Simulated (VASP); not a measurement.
Crystal: Sb.

```
Sb
1.0
     2.15420    1.24373    3.75800
    -2.15420    1.24373    3.75800
     0.00000   -2.48746    3.75800
Sb
2
Cartesian
  0.0000 0.0000 2.6324
  0.0000 0.0000 8.6416
```

Base run:

| Property | Result |
| --- | --- |
| Program | VASP 6.6.1 |
| Functional | PBE |
| Potentials or basis | VASP PAW PBE potentials, release 64 (Sb) |
| Cutoff | 520 eV |
| k mesh | 9 × 9 × 9 |
| Occupations | fermi-dirac, width 0.1 eV |
| Spin | no spin polarisation |

Its results: band gap on the k mesh 0.08 eV, indirect (least direct gap 0.49 eV); pressure 2.8 GPa; largest force 0.237 eV/Å.

The run is repeated on the same cell with these changes: functional from PBE to PBEsol. What comes out?

Band gap on the k mesh 0.08 eV, indirect (least direct gap 0.49 eV); pressure 0.2 GPa; largest force 0.194 eV/Å.

PBEsol binds more tightly than PBE, so the same cell stands under less pressure.

Caveats: spin-orbit coupling is left out, which moves the levels of the heavy elements; the PAW data sets were made with another functional, which shifts forces and pressure a little (some runs).

A k mesh can miss the band edges.
